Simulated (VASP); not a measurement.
Here is a VASP 6.6.1 calculation.

The input INCAR:

```
SYSTEM = GaP2
  PREC = Accurate
  ENCUT = 520
  EDIFF = 1E-6
  ISMEAR = 0
  SIGMA = 0.1
  LREAL = .False.
  LASPH = .True.
  NELM = 100
  ALGO = Normal
  ISIF = 2
  LWAVE = .False.
  LCHARG = .False.
  GGA = PE
  NBANDS = 18
```

KPOINTS

```
regular mesh
0
Gamma
  4 4 4
  0 0 0
```

POSCAR

```
GaP2
1.0
    3.6210139291      0.0000000000      0.0000000000
    0.0000000000      3.6210139291      0.0000000000
    0.0000000000      0.0000000000      4.0728559473
Ga P
1 2
Direct
    0.0000000000      0.0000000000      0.0000000000
    0.5000000000      0.0000000000      0.5638228442
    0.0000000000      0.5000000000      0.4361771558
```

Potentials or basis: VASP PAW PBE potentials, release 64 (Ga_d, P).

Launch:

```console
$ cat potpaw_PBE.64/Ga_d/POTCAR potpaw_PBE.64/P/POTCAR > POTCAR
$ mpirun -np 1 vasp_std > vasp.out
```

Predict the largest force.

0.026 eV/Å.

What does it give for the pressure?

0.0 GPa.

Stress tensor (GPa, compression positive):
```
-0.05  0.00  0.00
 0.00 -0.05  0.00
 0.00  0.00  0.11
```

Caveat: the k points lie up to 0.43 Å⁻¹ apart.
